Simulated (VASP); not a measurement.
# InSb (Pmmn) in VASP: further runs, part 2 of 2

VASP 6.6.1. Earlier steps stand in the parts before.

## (4) Single point, PBE (equal xx and yy strain of +3 %)

The input, INCAR:

```
ALGO = Normal
EDIFF = 1E-7
ENCUT = 520
GGA = PE
ISIF = 2
ISMEAR = -1
LASPH = True
LCHARG = False
LREAL = False
LWAVE = False
NBANDS = 26
NELM = 80
PREC = Accurate
SIGMA = 0.08
```

The input, KPOINTS:

```
k-points
0
Gamma
  6 6 11
```

The input, POSCAR:

```
InSb
1.0
    5.5177100000      0.0000000000      0.0000000000
    0.0000000000      5.8833600000      0.0000000000
    0.0000000000      0.0000000000      3.0630000000
In Sb
2 2
Direct
    0.0000000000      0.0000000000      0.0000000000
    0.5000000000      0.5000000000      0.0000000000
    0.5000000000      0.0000000000      0.8350000000
    0.0000000000      0.5000000000      0.1650000000
```

Potentials or basis: VASP PAW PBE potentials, release 64 (In_d, Sb).

On the command line:

```bash
$ cat potpaw_PBE.64/In_d/POTCAR potpaw_PBE.64/Sb/POTCAR > POTCAR
$ mpirun -np 1 vasp_std > vasp.out
```

OUTCAR:

```text
EDIFF = 1E-7
   ENCUT = 520
   GGA = PE
   ISIF = 2
   ISMEAR = -1
   LASPH = True
   LREAL = False
   NELM = 80
   PREC = Accurate

 ion  position               nearest neighbor table
   1  0.000  0.000  0.000-   3 2.80   3 2.80   4 2.98   4 2.98   3 3.76   3 3.76   4 3.90   4 3.90

   2  0.500  0.500  0.000-   4 2.80   4 2.80   3 2.98   3 2.98   4 3.76   4 3.76   3 3.90   3 3.90

   3  0.500  0.000  0.835-   1 2.80   1 2.80   2 2.98   2 2.98   1 3.76   1 3.76   2 3.90   2 3.90

   4  0.000  0.500  0.165-   2 2.80   2 2.80   1 2.98   1 2.98   2 3.76   2 3.76   1 3.90   1 3.90

  LATTYP: Found a simple orthorhombic cell.
 ALAT       =     3.0630000000
 B/A-ratio  =     1.8014071172
 C/A-ratio  =     1.9207835455

  Lattice vectors:

 A1 = (   0.0000000000,   0.0000000000,   3.0630000000)
 A2 = (   5.5177100000,   0.0000000000,   0.0000000000)
 A3 = (   0.0000000000,   5.8833600000,   0.0000000000)

Analysis of symmetry for initial positions (statically):
=====================================================================
 Subroutine PRICEL returns:
[... 174 lines left out ...]

  energy without entropy =      -12.74198886  energy(sigma->0) =      -12.75476405

 E-fermi :   8.7491     XC(G=0): -10.4365

 val. band max:        8.7369455524   @ k =   0.1667   0.5000   0.4545
 cond. band min:       8.7658963126   @ k =   0.0000   0.0000   0.1818
 fundamental gap:      0.0289507602
 Fermi energy:         8.7491240269

 k-point     1 :       0.0000    0.0000    0.0000
  band No.  band energies     occupation
      1      -6.4077      2.00000
      2      -6.3677      2.00000
      3      -6.2958      2.00000
      4      -6.0706      2.00000
      5      -6.0663      2.00000
      6      -5.9501      2.00000
[... 685 lines left out ...]
     25      16.0473      0.00000
     26      16.0473      0.00000

 [... further k-points ...]

------------------------ aborting loop because EDIFF is reached ----------------------------------------

  FORCE on cell =-STRESS in cart. coord.  units (eV):
  Direction    XX          YY          ZZ          XY          YZ          ZX
  --------------------------------------------------------------------------------------
  -------------------------------------------------------------------------------------
  Total       11.6889974      4.7534459      3.9344924      0.0000000      0.0000000      0.0000000
  in kB      188.3460653     76.5927822     63.3968974      0.0000000      0.0000000      0.0000000
  external PRESSURE =     109.4452483 kB  Pullay stress =       0.0000000 kB

 VOLUME and BASIS-vectors are now :
 -----------------------------------------------------------------------------
  energy-cutoff  :      520.00
  volume of cell :       99.43
      direct lattice vectors                 reciprocal lattice vectors
     5.517710000  0.000000000  0.000000000     0.181234606  0.000000000  0.000000000
     0.000000000  5.883360000  0.000000000     0.000000000  0.169970901  0.000000000
     0.000000000  0.000000000  3.063000000     0.000000000  0.000000000  0.326477310

 POSITION                                       TOTAL-FORCE (eV/Angst)
 -----------------------------------------------------------------------------------
      0.00000      0.00000      0.00000         0.000000      0.000000      0.187629
      2.75886      2.94168      0.00000         0.000000      0.000000     -0.187629
      2.75886      0.00000      2.55761         0.000000      0.000000     -0.483845
      0.00000      2.94168      0.50539         0.000000      0.000000      0.483845
 -----------------------------------------------------------------------------------
    total drift:                                0.000000     -0.000000     -0.000000

  FREE ENERGIE OF THE ION-ELECTRON SYSTEM (eV)
  ---------------------------------------------------
  free  energy   TOTEN  =       -12.7675392495 eV

  energy  without entropy=      -12.7419888581  energy(sigma->0) =      -12.75476405
```

stdout:

```text
POSCAR found type information on POSCAR InSb
 POSCAR found :  2 types and       4 ions
 scaLAPACK will be used
 LDA part: xc-table for (Slater+PW92), standard interpolation
 POSCAR, INCAR and KPOINTS ok, starting setup
 FFT: planning ... GRIDC
 FFT: planning ... GRID_SOFT
 FFT: planning ... GRID
 WAVECAR not read
 entering main loop
```

It took 98 s on 1 thread of Intel Xeon 6975P-C (Granite Rapids), shared host; peak memory 0.36 GiB.

Results:

- Free energy: -12.7675 eV
- Pressure: 10.9 GPa
- Largest force: 0.484 eV/Å
- Band gap on the k mesh: zero (bands 18 and 19 overlap by 2.78 eV)

Forces in eV/Å, atoms in the order of the input:
```
In   0.000  0.000  0.188
In   0.000  0.000 -0.188
Sb   0.000  0.000 -0.484
Sb   0.000  0.000  0.484
```

Caveat: the cell differs from its parent crystal (equal xx and yy strain of +3 %); the stress differs along the axes, from 6 to 19 GPa; spin-orbit coupling is left out, which moves the levels of the heavy elements.

## (5) Summary

```tsv
cell	gap on the mesh (eV)	pressure (GPa)	largest force (eV/Å)
a = 5.250, b = 5.598, c = 3.063 Å, 4 atoms	none	23.7	1.00
a = 5.411, b = 5.769, c = 3.063 Å, 4 atoms	none	15.3	0.66
a = 5.518, b = 5.883, c = 3.063 Å, 4 atoms	none	10.9	0.48
```

Alike in all rows: task single point; level PBE; potentials or basis VASP PAW PBE potentials, release 64 (In_d, Sb); no spin polarisation; k mesh 6 × 6 × 11; cutoff (eV) 520; smearing fermi-dirac 0.08 eV.

Caveats: spin-orbit coupling is left out, which moves the levels of the heavy elements; the stress differs along the axes, from 12 to 39 GPa (at least some runs); the stress differs along the axes, from 8 to 26 GPa (at least some runs); the stress differs along the axes, from 6 to 19 GPa (at least some runs).

Total energies depend on the potentials used, so only differences within one code and one set of settings carry meaning.

The gap in the log of VASP goes by the Fermi energy; the results here count the filled bands.